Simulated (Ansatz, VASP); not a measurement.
# Two plane-wave programs on Sn2Bi2O

The input INCAR:

```
SYSTEM = Sn2Bi2O
PREC = Accurate ; ENCUT = 520
EDIFF = 1E-7 ; ISMEAR = 0
SIGMA = 0.1 ; LREAL = .FALSE.
LASPH = .TRUE. ; NELM = 60
ALGO = Normal ; ISIF = 2
LWAVE = .FALSE. ; LCHARG = .TRUE.
GGA = PE ; LELF = .TRUE.
LVHAR = .TRUE. ; NBANDS = 40
```

The input KPOINTS:

```
regular mesh
0
G
  6 6 6
  0 0 0
```

Contents of POSCAR:

```
Sn2Bi2O
1.0
   -2.2861639100      2.2861639100      5.7506916300
    2.2861639100     -2.2861639100      5.7506916300
    2.2861639100      2.2861639100     -5.7506916300
Sn Bi O
2 2 1
Direct
    0.7500000000      0.2500000000      0.5000000000
    0.2500000000      0.7500000000      0.5000000000
    0.6227018200      0.6227018200      0.0000000000
    0.3772981800      0.3772981800      0.0000000000
    0.0000000000      0.0000000000      0.0000000000
```

Input for Ansatz:

```yaml
crystal:
  lattice:
    - [-2.28616391, 2.28616391, 5.75069163]
    - [2.28616391, -2.28616391, 5.75069163]
    - [2.28616391, 2.28616391, -5.75069163]
  atoms:
    - { symbol: Sn, position: [0.75, 0.25, 0.5] }
    - { symbol: Sn, position: [0.25, 0.75, 0.5] }
    - { symbol: Bi, position: [0.62270182, 0.62270182, 0.0] }
    - { symbol: Bi, position: [0.37729818, 0.37729818, 0.0] }
    - { symbol: O, position: [0.0, 0.0, 0.0] }
basis:
  ecutwfc: 420
kpoints:
  mp_grid: { grid: [6, 6, 6] }
hamiltonian:
  xc: pbe
scf:
  occupations: { method: gaussian, width: 0.1 }
  lower_state_search: "off"
output:
  forces: true
  stress: true
  eigenvalues: true
```

Change from the starting cell: species swapped into the GdGe2Rh2 type (I4/mmm, No. 139).

Alike in both runs: task single point; functional PBE; k mesh 6 × 6 × 6; occupations gaussian, width 0.1 eV; no spin polarisation.

|  | VASP | Ansatz |
| --- | --- | --- |
| version | VASP 6.6.1 | Ansatz 0.2.0 |
| potentials or method | VASP PAW PBE potentials, release 64 (Sn_d, Bi_d, O), cutoff 520 eV | scalar-relativistic, plane waves, PAW |
| valence electrons in the cell | 64 | 64 |

VASP gave:

```
gap on the k mesh at the Fermi level (eV)                     : none
pressure (GPa)                                                : 25.3
traceless stress, the component that is largest in VASP (GPa) : 1.15
rms of the force components (eV/Å)                            : 1.116
```

Problem. What did Ansatz give for the same quantities?

Solution. gap on the k mesh at the Fermi level (eV): none; pressure (GPa): 25.4; traceless stress, the component that is largest in VASP (GPa): 1.20; rms of the force components (eV/Å): 1.107.

Atom by atom the forces differ by 0.009 eV/Å (rms over components). A gap of «none» marks a metal or a gap that the smearing closes. The functional is the same, so the differences come from potentials, cutoffs and numerics.

Spin-orbit coupling is off throughout.
